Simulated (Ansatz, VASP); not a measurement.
**One calculation of Os, two programs**

The input POSCAR:

```
Os
1.0
    0.0000000000      2.1129444109      1.6480966405
    2.1129444109      0.0000000000      1.6480966405
    2.1129444109      2.1129444109      0.0000000000
Os
1
Direct
    0.0000000000      0.0000000000      0.0000000000
```

Contents of INCAR.step1:

```
SYSTEM = Os
  PREC = Accurate
  ENCUT = 520
  ISMEAR = 0
  SIGMA = 0.15
  LREAL = .False.
  LASPH = .True.
  NELM = 100
  NBANDS = 10
  GGA = PE
  ALGO = Normal
  EDIFF = 1E-4
  LWAVE = .True.
  LCHARG = .False.
```

INCAR.step2

```
SYSTEM = Os
  PREC = Accurate
  ENCUT = 520
  EDIFF = 1E-6
  ISMEAR = 0
  SIGMA = 0.15
  LREAL = .False.
  LASPH = .True.
  NELM = 100
  ALGO = Normal
  ISIF = 2
  LWAVE = .False.
  LCHARG = .False.
  METAGGA = R2SCAN
  LMIXTAU = .True.
  NBANDS = 10
  ISTART = 1
```

File KPOINTS:

```
Automatic mesh
0
Gamma
  24 24 24
  0 0 0
```

Input for Ansatz:

```yaml
crystal:
  lattice:
    - [0.0, 2.1129444109, 1.6480966405]
    - [2.1129444109, 0.0, 1.6480966405]
    - [2.1129444109, 2.1129444109, 0.0]
  atoms:
    - { symbol: Os, position: [0.0, 0.0, 0.0] }
basis:
  ecutwfc: 500
kpoints:
  mp_grid: { grid: [24, 24, 24] }
hamiltonian:
  xc: r2scan
scf:
  occupations: { method: gaussian, width: 0.15 }
output:
  forces: true
  stress: true
  eigenvalues: true
```

Alike in both runs: task single point; functional r2SCAN; k mesh 24 × 24 × 24; occupations gaussian, width 0.15 eV; no spin polarisation.

|  | VASP | Ansatz |
| --- | --- | --- |
| version | VASP 6.6.1 | Ansatz 0.2.0 |
| potentials or method | VASP PAW PBE potentials, release 64 (Os), cutoff 520 eV | scalar-relativistic, plane waves, PAW |
| valence electrons in the cell | 8 | 16 |

Ansatz gave:

```
gap on the k mesh at the Fermi level (eV)                     : none
pressure (GPa)                                                : -8.3
traceless stress, the component that is largest in VASP (GPa) : 36.19
```

**Question.** Which values does VASP return?

**Answer.** gap on the k mesh at the Fermi level (eV): none; pressure (GPa): -7.4; traceless stress, the component that is largest in VASP (GPa): 36.16.

VASP's potentials were made for PBE, not for r2SCAN. A gap of «none» marks a metal or a gap that the smearing closes. With one functional, cell and mesh, what is left measures potentials, basis and numerics. VASP's potentials hold 8 valence electrons a cell and Ansatz's 16, so a difference there can come from the potentials and not from the codes.

Neither program's run includes spin-orbit coupling.
